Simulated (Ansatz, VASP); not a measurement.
## P: VASP beside Ansatz

File INCAR:

```
ALGO = Normal
EDIFF = 1E-6
ENCUT = 520
GGA = PE
ISIF = 2
ISMEAR = -1
LASPH = True
LCHARG = False
LREAL = False
LWAVE = False
NBANDS = 18
NELM = 80
PREC = Accurate
SIGMA = 0.1
```

KPOINTS

```
k-points
0
Gamma
  15 15 4
```

POSCAR

```
P
1.0
    2.7321683711      0.0000000000      0.0000000000
   -1.3660841855      2.3661272168      0.0000000000
    0.0000000000      0.0000000000     10.2014173645
P
4
Direct
    0.0000000000      1.0000000000      0.0000000000
    0.0000000000      1.0000000000      0.5000000000
    0.3333333333      0.6666666667      0.2500000000
    0.6666666667      0.3333333333      0.7500000000
```

Input for Ansatz:

```yaml
crystal:
  lattice:
    - [2.7321683711, 0.0, 0.0]
    - [-1.3660841855, 2.3661272168, 0.0]
    - [0.0, 0.0, 10.2014173645]
  atoms:
    - { symbol: P, position: [0.0, 1.0, 0.0] }
    - { symbol: P, position: [0.0, 1.0, 0.5] }
    - { symbol: P, position: [0.3333333333, 0.6666666667, 0.25] }
    - { symbol: P, position: [0.6666666667, 0.3333333333, 0.75] }
hamiltonian:
  xc: pbe
  pseudopotentials:
    kind: paw
    azcp:
      P: "pseudopotentials/P.paw.azcp"
basis:
  ecutwfc: 420
  fft_grid_basis: typed
kpoints:
  mp_grid: { grid: [15, 15, 4], shift: [0, 0, 0] }
magnetization:
  spin_polarized: false
scf:
  occupations: { method: fermi_dirac, width: 0.1 }
  lower_state_search: "off"
output:
  stress: true
  write_density: true
  write_potential: true
  elf: true
  volumetric_format: npy
```

Alike in both runs: task single point; functional PBE; k mesh 15 × 15 × 4; occupations fermi-dirac, width 0.1 eV; no spin polarisation.

```csv
,VASP,Ansatz
version,VASP 6.6.1,Ansatz 0.2.0
potentials or method,"VASP PAW PBE potentials, release 64 (P), cutoff 520 eV","plane waves (420 eV) with PAW, scalar-relativistic"
valence electrons in the cell,20,20
```

Ansatz gave:

| Quantity | Value |
| --- | --- |
| pressure (GPa) | -8.4 |
| traceless stress, the component that is largest in VASP (GPa) | 1.80 |

Task: Which values does VASP return?

Result: Pressure (GPa): -8.5; traceless stress, the component that is largest in VASP (GPa): 1.84.

The functional is the same, so the differences come from potentials, cutoffs and numerics.
